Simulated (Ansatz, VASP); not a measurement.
Br: VASP beside Ansatz

Contents of INCAR:

```
SYSTEM = Br
PREC = Accurate
ENCUT = 600
EDIFF = 1E-6
ISMEAR = 0
SIGMA = 0.1
LREAL = .False.
LASPH = .True.
NELM = 100
ALGO = Normal
ISIF = 3
LWAVE = .False.
LCHARG = .False.
GGA = PS
IBRION = 2
NSW = 100
EDIFFG = -0.005
```

Contents of KPOINTS:

```
regular mesh
0
Gamma
  10 10 10
  0 0 0
```

POSCAR

```
Br
1.0
    4.5976403833      0.0000000000      0.0000000000
    0.0000000000      4.5976403833      0.0000000000
    0.0000000000      0.0000000000      4.5976403833
Br
3
Direct
    0.5000000000      0.0000000000      0.0000000000
    0.0000000000      0.5000000000      0.0000000000
    0.0000000000      0.0000000000      0.5000000000
```

Input for Ansatz:

```yaml
crystal:
  lattice:
    - [4.5976403833, 0.0, 0.0]
    - [0.0, 4.5976403833, 0.0]
    - [0.0, 0.0, 4.5976403833]
  atoms:
    - { symbol: Br, position: [0.5, 0.0, 0.0] }
    - { symbol: Br, position: [0.0, 0.5, 0.0] }
    - { symbol: Br, position: [0.0, 0.0, 0.5] }
basis:
  ecutwfc: 420
kpoints:
  mp_grid: { grid: [10, 10, 10] }
hamiltonian:
  xc: pbesol
scf:
  occupations: { method: gaussian, width: 0.1 }
output:
  forces: true
  stress: true
  eigenvalues: true
relax:
  adjacent_minimum: "off"
  f_tol: 0.005
  max_steps: 80
  cell: { stress_tol: 0.05 }
```

Alike in both runs: task relaxation of cell and atoms; functional PBEsol; k mesh 10 × 10 × 10; occupations gaussian, width 0.1 eV; no spin polarisation.

```csv
,VASP,Ansatz
version,VASP 6.6.1,Ansatz 0.2.0
potentials or method,"VASP PAW PBE potentials, release 64 (Br), cutoff 600 eV","scalar-relativistic, plane waves, PAW"
valence electrons in the cell,21,21
```

Ansatz gave:

```
gap on the k mesh at the Fermi level, each at its own relaxed structure (eV) : none
relaxed volume (Å³/atom)                                                     : 28.86
relaxed cell length with the largest relative difference (Å)                 : 4.424
```

Problem. Estimate VASP's values.

Solution. gap on the k mesh at the Fermi level, each at its own relaxed structure (eV): none; relaxed volume (Å³/atom): 28.85; relaxed cell length with the largest relative difference (Å): 4.423.

VASP's potentials were made for PBE, not for PBEsol. A gap of «none» marks a metal or a gap that the smearing closes.
